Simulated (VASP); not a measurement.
Input of a VASP 6.6.1 run:

INCAR

```
SYSTEM = BN
PREC = Accurate
ENCUT = 520
EDIFF = 1E-7
ISMEAR = 0
SIGMA = 0.05
LREAL = .False.
LASPH = .True.
NELM = 80
ALGO = Normal
ISIF = 2
LWAVE = .False.
LCHARG = .False.
GGA = CA
IBRION = 2
NSW = 50
EDIFFG = -0.01
```

File KPOINTS:

```
Automatic mesh
0
Gamma
  12 12 4
  0 0 0
```

The input POSCAR:

```
BN
1.0
    2.3059555345      0.0000000000      0.0000000000
   -1.1529777672      2.1549757989      0.0000000000
    0.0000000000      0.0000000000      7.2097513575
B N
2 2
Direct
    0.3333333333      0.6666666667      0.2500000000
    0.6666666667      0.3333333333      0.7500000000
    0.3333333333      0.6666666667      0.7500000000
    0.6666666667      0.3333333333      0.2500000000
```

Potentials or basis: VASP PAW LDA potentials, release 64 (B, N).

Run with:

```sh
$ cat potpaw_LDA.64/B/POTCAR potpaw_LDA.64/N/POTCAR > POTCAR
$ mpirun -np 1 vasp_std > vasp.out
```

(1) Predict the energy gained by relaxing.

(2) Estimate the band gap on the k mesh.

Answers

(1) 12.0 meV/atom.

(2) 3.85 eV, indirect (least direct gap 4.75 eV).

Caveat: the cell differs from its parent crystal (normal strain along x -0.0733, normal strain along z +0.1100).
